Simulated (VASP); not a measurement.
# Mo (Pm-3m) in VASP: further runs, part 2 of 2

VASP 6.6.1. Earlier steps stand in the parts before.

### 3 Single point, LDA (volume scaled by 0.58)

File INCAR:

```
ALGO = Normal
EDIFF = 1E-6
ENCUT = 520
GGA = CA
ISIF = 2
ISMEAR = -1
LASPH = T
LCHARG = T
LELF = T
LREAL = F
LVHAR = T
LWAVE = F
NBANDS = 13
NELM = 80
PREC = Accurate
SIGMA = 0.05
```

File KPOINTS:

```
k-points
0
Gamma
  17 17 17
```

File POSCAR:

```
Mo
1.0
    2.1305435277      0.0000000000      0.0000000000
    0.0000000000      2.1305435277      0.0000000000
    0.0000000000      0.0000000000      2.1305435277
Mo
1
Direct
    0.0000000000      0.0000000000      0.0000000000
```

Potentials or basis: VASP PAW LDA potentials, release 64 (Mo_sv).

Command:

```
> cat potpaw_LDA.64/Mo_sv/POTCAR > POTCAR
> mpirun -np 1 vasp_std > vasp.out
```

OUTCAR:

```text
EDIFF = 1E-6
   ENCUT = 520
   GGA = CA
   ISIF = 2
   ISMEAR = -1
   LASPH = T
   LREAL = F
   NELM = 80
   PREC = Accurate

 ion  position               nearest neighbor table
   1  0.000  0.000  0.000-

  LATTYP: Found a simple cubic cell.
 ALAT       =     2.1305435277

  Lattice vectors:

 A1 = (   2.1305435277,   0.0000000000,   0.0000000000)
 A2 = (   0.0000000000,   2.1305435277,   0.0000000000)
 A3 = (   0.0000000000,   0.0000000000,   2.1305435277)

Analysis of symmetry for initial positions (statically):
=====================================================================
 Subroutine PRICEL returns:
 Original cell was already a primitive cell.

 Routine SETGRP: Setting up the symmetry group for a
 simple cubic supercell.

 Subroutine GETGRP returns: Found 48 space group operations
 (whereof 48 operations were pure point group operations)
 out of a pool of 48 trial point group operations.

The static configuration has the point symmetry O_h .

Analysis of symmetry for dynamics (positions and initial velocities):
=====================================================================
 Subroutine PRICEL returns:
 Original cell was already a primitive cell.

 Routine SETGRP: Setting up the symmetry group for a
 simple cubic supercell.

 Subroutine GETGRP returns: Found 48 space group operations
 (whereof 48 operations were pure point group operations)
 out of a pool of 48 trial point group operations.

The dynamic configuration has the point symmetry O_h .

 Subroutine INISYM returns: Found 48 space group operations
 (whereof 48 operations are pure point group operations),
 and found     1 'primitive' translations

----------------------------------------------------------------------------------------

                                     Primitive cell

  volume of cell :       9.6710

  direct lattice vectors                    reciprocal lattice vectors
     2.130543528  0.000000000  0.000000000     0.469363797  0.000000000  0.000000000
     0.000000000  2.130543528  0.000000000     0.000000000  0.469363797  0.000000000
     0.000000000  0.000000000  2.130543528     0.000000000  0.000000000  0.469363797

  length of vectors
     2.130543528  2.130543528  2.130543528     0.469363797  0.469363797  0.469363797

  position of ions in fractional coordinates (direct lattice)
     0.000000000  0.000000000  0.000000000

  ion indices of the primitive-cell ions
   primitive index   ion index
                 1           1

----------------------------------------------------------------------------------------

 KPOINTS: k-points

Automatic generation of k-mesh.
 Grid dimensions read from file:
 generate k-points for:   17   17   17

 Generating k-lattice:

  Cartesian coordinates                     Fractional coordinates (reciprocal lattice)
     0.027609635  0.000000000  0.000000000     0.058823529  0.000000000  0.000000000
     0.000000000  0.027609635  0.000000000     0.000000000  0.058823529  0.000000000
     0.000000000  0.000000000  0.027609635     0.000000000  0.000000000  0.058823529

  Length of vectors
     0.027609635  0.027609635  0.027609635

  Shift w.r.t. Gamma in fractional coordinates (k-lattice)
     0.000000000  0.000000000  0.000000000

 Subroutine IBZKPT returns following result:
 ===========================================

 Found    165 irreducible k-points:

 Following reciprocal coordinates:
            Coordinates               Weight
  0.000000  0.000000  0.000000      1.000000
  0.058824  0.000000  0.000000      6.000000
  0.117647  0.000000  0.000000      6.000000
  0.176471  0.000000  0.000000      6.000000
  0.235294  0.000000  0.000000      6.000000
  0.294118  0.000000  0.000000      6.000000
[... 16 lines left out ...]
  0.411765  0.117647  0.000000     24.000000
  0.470588  0.117647  0.000000     24.000000
 [... further k-points ...]
   k-points           NKPTS =    165   k-points in BZ     NKDIM =    165   number of bands    NBANDS=     13
   number of dos      NEDOS =    301   number of ions     NIONS =      1
   total plane-waves  NPLWV =   4096
   dimension x,y,z NGX =    16 NGY =   16 NGZ =   16
   dimension x,y,z NGXF=    32 NGYF=   32 NGZF=   32
   ions per type =               1
   NGX,Y,Z   is equivalent  to a cutoff of  12.48, 12.48, 12.48 a.u.
   NGXF,Y,Z  is equivalent  to a cutoff of  24.97, 24.97, 24.97 a.u.
 SYSTEM =  unknown system
   PREC   = accura    normal or accurate (medium, high low for compatibility)
   ISTART =      0    job   : 0-new  1-cont  2-samecut
   ICHARG =      2    charge: 1-file 2-atom 10-const
   ISPIN  =      1    spin polarized calculation?
   LNONCOLLINEAR =      F non collinear calculations
   LSORBIT =      F    spin-orbit coupling
   LASPH  =      T    aspherical Exc in radial PAW
   ENCUT  =  520.0 eV  38.22 Ry    6.18 a.u.   3.96  3.96  3.96*2*pi/ulx,y,z
   NELM   =     80;   NELMIN=  2; NELMDL= -5     # of ELM steps
   EDIFF  = 0.1E-05   stopping-criterion for ELM
   LREAL  =      F    real-space projection
   EDIFFG = 0.1E-04   stopping-criterion for IOM
   NSW    =      0    number of steps for IOM
   IBRION =     -1    ionic relax: 0-MD 1-quasi-New 2-CG
   NFREE  =      0    steps in history (QN), initial steepest desc. (CG)
   ISIF   =      2    stress and relaxation
   ISYM   =      2    0-nonsym 1-usesym 2-fastsym
   POTIM  = 0.5000    time-step for ionic-motion
   TEBEG  =    0.0;   TEEND  =   0.0 temperature during run
   PSTRESS=    0.0 pullay stress
   NELECT =      14.0000    total number of electrons
   NUPDOWN=      -1.0000    fix difference up-down
   EMIN   =  10.00;   EMAX   =-10.00  energy-range for DOS
   EFERMI =   0.00;   METHOD = LEGACY
   ISMEAR =    -1;   SIGMA  =   0.05  broadening in eV -4-tet -1-fermi 0-gaus
   EFERMI_NEDOS =   21; number of points for ismear=-14 and -15
   IALGO  =     38    algorithm
   IMIX   =      4    mixing-type and parameters
     AMIX     =   0.40;   BMIX     =  1.00
     AMIX_MAG =   1.60;   BMIX_MAG =  1.00
  volume/ion in A,a.u.               =       9.67        65.26
  Fermi-wavevector in a.u.,A,eV,Ry     =   1.851941  3.499661 46.663693  3.429685
  Thomas-Fermi vector in A             =   2.901800
   LORBIT       =      0    0 simple, 1 ext, 2 COOP (PROOUT), +10 PAW based schemes
   GGA     = CA    functional components
   LHFCALC =     F    Hartree Fock is set to
   AEXX    =    0.0000 exact exchange contribution
   IVDW    =     0    specifies the selected vdW correction
   LEPSILON=     F    determine dielectric tensor
   LRPA    =     F    only Hartree local field effects (RPA)
 non-spin polarized calculation
  energy-cutoff  :      520.00
  volume of cell :        9.67
 maximum number of plane-waves:       280
 NGX is ok and might be reduce to    16
   NGX =  7   NGY =  7   NGZ =  7

 number of electron      14.0000008 magnetization

 Free energy of the ion-electron system (eV)
  ---------------------------------------------------
  ext. energy  EPLUGINS =         0.00000000
  ---------------------------------------------------
  free energy    TOTEN  =        -5.86034707 eV

  energy without entropy =       -5.85449362  energy(sigma->0) =       -5.85742034

 E-fermi :  21.7242     XC(G=0): -16.3326

 val. band max:       21.7084032132   @ k =   0.4118   0.1176   0.0588
 cond. band min:      21.7331708347   @ k =   0.4118   0.2353   0.1765
 fundamental gap:      0.0247676215
 Fermi energy:        21.7241725398

 k-point     1 :       0.0000    0.0000    0.0000
  band No.  band energies     occupation
      1     -41.3007      2.00000
      2     -11.3364      2.00000
      3     -11.3364      2.00000
      4     -11.3364      2.00000
      5      12.9702      2.00000
      6      12.9702      2.00000
      7      14.3401      2.00000
      8      29.8631      0.00000
      9      29.8631      0.00000
     10      29.8631      0.00000
     11      43.2919      0.00000
     12      43.2919      0.00000
     13      43.2919      0.00000

 k-point     2 :       0.0588    0.0000    0.0000
  band No.  band energies     occupation
      1     -41.2583      2.00000
      2     -11.6310      2.00000
      3     -11.3116      2.00000
      4     -11.3116      2.00000
      5      13.0246      2.00000
      6      13.2931      2.00000
      7      14.5789      2.00000
      8      29.4269      0.00000
      9      29.4269      0.00000
     10      29.8919      0.00000
     11      42.5164      0.00000
[... 339 lines left out ...]
 k-point    24 :       0.4706    0.1176    0.0000
  band No.  band energies     occupation
      1     -39.7308      2.00000
      2     -17.9442      2.00000
      3     -11.5652      2.00000
      4     -10.4762      2.00000
      5      15.6937      2.00000
      6      18.1215      2.00000
      7      19.1273      2.00000
      8      22.2865      0.00003
      9      26.3059      0.00000
     10      29.4729      0.00000
     11      37.9537      0.00000
     12      39.4627      0.00000
     13      47.7662      0.00000

 [... further k-points ...]
[... 5 lines left out ...]
  --------------------------------------------------------------------------------------
  -------------------------------------------------------------------------------------
  Total       22.3324813     22.3324813     22.3324813     -0.0000000     -0.0000000     -0.0000000
  in kB     3699.7836363   3699.7836363   3699.7836363     -0.0000000     -0.0000000     -0.0000000
  external PRESSURE =    3699.7836363 kB  Pullay stress =       0.0000000 kB

 VOLUME and BASIS-vectors are now :
 -----------------------------------------------------------------------------
  energy-cutoff  :      520.00
  volume of cell :        9.67
      direct lattice vectors                 reciprocal lattice vectors
     2.130543528  0.000000000  0.000000000     0.469363797  0.000000000  0.000000000
     0.000000000  2.130543528  0.000000000     0.000000000  0.469363797  0.000000000
     0.000000000  0.000000000  2.130543528     0.000000000  0.000000000  0.469363797

 POSITION                                       TOTAL-FORCE (eV/Angst)
 -----------------------------------------------------------------------------------
      0.00000      0.00000      0.00000         0.000000      0.000000      0.000000
 -----------------------------------------------------------------------------------
    total drift:                                0.000000      0.000000      0.000000

  FREE ENERGIE OF THE ION-ELECTRON SYSTEM (eV)
  ---------------------------------------------------
  free  energy   TOTEN  =        -5.8603470730 eV

  energy  without entropy=       -5.8544936153  energy(sigma->0) =       -5.85742034
```

OSZICAR:

```text
N       E                     dE             d eps       ncg     rms          rms(c)
DAV:   1     0.104781183112E+03    0.10478E+03   -0.80094E+03  4306   0.117E+03
DAV:   2    -0.486687095418E+01   -0.10965E+03   -0.10473E+03  4795   0.340E+02
DAV:   3    -0.604931924272E+01   -0.11824E+01   -0.11799E+01  4920   0.365E+01
DAV:   4    -0.605170634477E+01   -0.23871E-02   -0.23871E-02  4855   0.188E+00
DAV:   5    -0.605171694984E+01   -0.10605E-04   -0.10603E-04  4925   0.117E-01    0.574E+01
DAV:   6    -0.590504093142E+01    0.14668E+00   -0.79895E-02  4540   0.386E+00    0.311E+01
DAV:   7    -0.586148804133E+01    0.43553E-01   -0.54198E-02  4650   0.295E+00    0.143E+00
DAV:   8    -0.586032943962E+01    0.11586E-02   -0.55368E-03  4510   0.105E+00    0.161E-01
DAV:   9    -0.586033981573E+01   -0.10376E-04   -0.39203E-05  4935   0.775E-02    0.196E-02
DAV:  10    -0.586034678926E+01   -0.69735E-05   -0.40216E-06  4800   0.255E-02    0.201E-03
DAV:  11    -0.586034707298E+01   -0.28372E-06   -0.24718E-07  2390   0.697E-03
   1 F= -.58603471E+01 E0= -.58574203E+01  d E =-.585346E-02
```

Wall time 5.5 s (1 thread of Intel Xeon Platinum 8488C (Sapphire Rapids), shared host); peak memory 0.12 GiB.

What came out:

```yaml
Free_energy: -5.8603 eV
Pressure: 370.0 GPa
Band_gap_on_the_k_mesh: zero (band 7 reaches 24.23 eV, above the bottom of band 8 at 20.03 eV)
```

Levels at points of the mesh, in eV from the Fermi level:
```tsv
k point	band 4	band 5	band 6	band 7	band 8	band 9	band 10	band 11
(0.00, 0.00, 0.00)	-33.06	-8.75	-8.75	-7.38	8.14	8.14	8.14	21.57
```

### 4 Single point, LDA (volume scaled by 0.68)

File INCAR:

```
  PREC = Accurate
  ENCUT = 520
  EDIFF = 1E-7
  ISMEAR = -1
  SIGMA = 0.05
  LREAL = False
  LASPH = True
  NELM = 60
  ALGO = Normal
  ISIF = 2
  LWAVE = False
  LCHARG = False
  NBANDS = 13
```

File KPOINTS:

```
regular mesh
0
Gamma
  17 17 17
```

File POSCAR:

```
Mo
1.0
    2.2465567020      0.0000000000      0.0000000000
    0.0000000000      2.2465567020      0.0000000000
    0.0000000000      0.0000000000      2.2465567020
Mo
1
Direct
    0.0000000000      0.0000000000      0.0000000000
```

Command:

```
> cat potpaw_LDA.64/Mo_sv/POTCAR > POTCAR
> mpirun -np 1 vasp_std > vasp.out
```

It took 10 s on 1 thread of Intel Xeon Platinum 8488C (Sapphire Rapids), shared host; peak memory 0.13 GiB.

It converged, with:

```
Free energy            : -8.6568 eV
Pressure               : 188.1 GPa
Band gap on the k mesh : zero (band 7 reaches 20.48 eV, above the bottom of band 8 at 16.99 eV)
```

Levels at points of the mesh, in eV from the Fermi level:
```
           k point  band 4  band 5  band 6  band 7  band 8  band 9  band 10  band 11
(0.00, 0.00, 0.00)  -33.32   -7.40   -7.17   -7.17    6.80    6.80     6.80    19.70
```

### 5 Single point, LDA (volume scaled by 0.78)

INCAR, as its differences from that of step 4:

```diff
@@ -2,3 +2,3 @@
   ENCUT = 520
-  EDIFF = 1E-7
+  EDIFF = 1E-6
   ISMEAR = -1
```

File KPOINTS:

```
Automatic mesh
0
Gamma
  17 17 17
```

File POSCAR:

```
Mo
1.0
    2.3516857150      0.0000000000      0.0000000000
    0.0000000000      2.3516857150      0.0000000000
    0.0000000000      0.0000000000      2.3516857150
Mo
1
Direct
    0.0000000000      0.0000000000      0.0000000000
```

Potentials or basis: VASP PAW LDA potentials, release 64 (Mo_sv).

Command:

```
> cat potpaw_LDA.64/Mo_sv/POTCAR > POTCAR
> mpirun -np 1 vasp_std > vasp.out
```

OUTCAR:

```text
PREC = Accurate
   ENCUT = 520
   EDIFF = 1E-6
   ISMEAR = -1
   LREAL = False
   LASPH = True
   NELM = 60
   ISIF = 2

 ion  position               nearest neighbor table
   1  0.000  0.000  0.000-

  LATTYP: Found a simple cubic cell.
 ALAT       =     2.3516857150

  Lattice vectors:

 A1 = (   2.3516857150,   0.0000000000,   0.0000000000)
 A2 = (   0.0000000000,   2.3516857150,   0.0000000000)
 A3 = (   0.0000000000,   0.0000000000,   2.3516857150)

Analysis of symmetry for initial positions (statically):
=====================================================================
 Subroutine PRICEL returns:
 Original cell was already a primitive cell.

 Routine SETGRP: Setting up the symmetry group for a
 simple cubic supercell.

 Subroutine GETGRP returns: Found 48 space group operations
 (whereof 48 operations were pure point group operations)
 out of a pool of 48 trial point group operations.

The static configuration has the point symmetry O_h .

Analysis of symmetry for dynamics (positions and initial velocities):
=====================================================================
 Subroutine PRICEL returns:
 Original cell was already a primitive cell.

[... 158 lines left out ...]
 Fermi energy:        15.4281915004

 k-point     1 :       0.0000    0.0000    0.0000
  band No.  band energies     occupation
      1     -45.7550      2.00000
      2     -18.1129      2.00000
      3     -18.1129      2.00000
      4     -18.1129      2.00000
      5       8.2348      2.00000
      6       9.4370      2.00000
      7       9.4370      2.00000
      8      21.2243      0.00000
      9      21.2243      0.00000
     10      21.2243      0.00000
     11      33.7109      0.00000
     12      33.7109      0.00000
     13      33.7109      0.00000
[... 354 lines left out ...]
  band No.  band energies     occupation
      1     -45.1119      2.00000
      2     -21.4135      2.00000
      3     -18.2383      2.00000
      4     -17.7306      2.00000
      5      11.1577      2.00000
      6      12.4371      2.00000
      7      13.2043      2.00000
      8      16.2809      0.00000
      9      18.7265      0.00000
     10      20.9817      0.00000
     11      28.5169      0.00000
     12      31.2733      0.00000
     13      37.3827      0.00000

 [... further k-points ...]
[... 5 lines left out ...]
  --------------------------------------------------------------------------------------
  -------------------------------------------------------------------------------------
  Total        7.5831844      7.5831844      7.5831844     -0.0000000      0.0000000     -0.0000000
  in kB      934.1666429    934.1666429    934.1666429     -0.0000000      0.0000000     -0.0000000
  external PRESSURE =     934.1666429 kB  Pullay stress =       0.0000000 kB

 VOLUME and BASIS-vectors are now :
 -----------------------------------------------------------------------------
  energy-cutoff  :      520.00
  volume of cell :       13.01
      direct lattice vectors                 reciprocal lattice vectors
     2.351685715  0.000000000  0.000000000     0.425226889  0.000000000  0.000000000
     0.000000000  2.351685715  0.000000000     0.000000000  0.425226889  0.000000000
     0.000000000  0.000000000  2.351685715     0.000000000  0.000000000  0.425226889

 POSITION                                       TOTAL-FORCE (eV/Angst)
 -----------------------------------------------------------------------------------
      0.00000      0.00000      0.00000         0.000000      0.000000      0.000000
 -----------------------------------------------------------------------------------
    total drift:                               -0.000000      0.000000      0.000000

  FREE ENERGIE OF THE ION-ELECTRON SYSTEM (eV)
  ---------------------------------------------------
  free  energy   TOTEN  =       -10.0739580375 eV

  energy  without entropy=      -10.0634247792  energy(sigma->0) =      -10.06869141
```

OSZICAR:

```text
N       E                     dE             d eps       ncg     rms          rms(c)
DAV:   1     0.101079074897E+03    0.10108E+03   -0.80259E+03  4340   0.113E+03
DAV:   2    -0.915673887482E+01   -0.11024E+03   -0.10533E+03  4765   0.329E+02
DAV:   3    -0.103759099694E+02   -0.12192E+01   -0.12159E+01  4820   0.360E+01
DAV:   4    -0.103787837496E+02   -0.28738E-02   -0.28737E-02  4920   0.204E+00
DAV:   5    -0.103788016192E+02   -0.17870E-04   -0.17868E-04  4880   0.147E-01    0.265E+01
DAV:   6    -0.101260341586E+02    0.25277E+00   -0.24469E-01  4375   0.652E+00    0.118E+01
DAV:   7    -0.100765776853E+02    0.49456E-01   -0.77455E-02  4605   0.348E+00    0.138E+00
DAV:   8    -0.100739752534E+02    0.26024E-02   -0.59480E-03  4535   0.104E+00    0.186E-01
DAV:   9    -0.100739502294E+02    0.25024E-04   -0.48319E-05  4980   0.908E-02    0.233E-02
DAV:  10    -0.100739580964E+02   -0.78670E-05   -0.47872E-06  4790   0.255E-02    0.198E-03
DAV:  11    -0.100739580375E+02    0.58905E-07   -0.26856E-07  2500   0.716E-03
   1 F= -.10073958E+02 E0= -.10068691E+02  d E =-.105333E-01
```

Wall time 11 s (1 thread of Intel Xeon Platinum 8488C (Sapphire Rapids), shared host); peak memory 0.13 GiB.

What came out:

```
Free energy            : -10.0740 eV
Pressure               : 93.4 GPa
Band gap on the k mesh : zero (band 7 reaches 17.55 eV, above the bottom of band 8 at 14.32 eV)
```

### 6 The runs side by side

| cell | gap on the mesh (eV) | pressure (GPa) |
| --- | --- | --- |
| a = 2.131 Å, 1 atom | none | 370.0 |
| a = 2.247 Å, 1 atom | none | 188.1 |
| a = 2.352 Å, 1 atom | none | 93.4 |

Alike in all rows: task single point; level LDA; potentials or basis VASP PAW LDA potentials, release 64 (Mo_sv); no spin polarisation; k mesh 17 × 17 × 17; cutoff (eV) 520; smearing fermi-dirac 0.05 eV.

Total energies depend on the potentials used, so only differences within one code and one set of settings carry meaning.
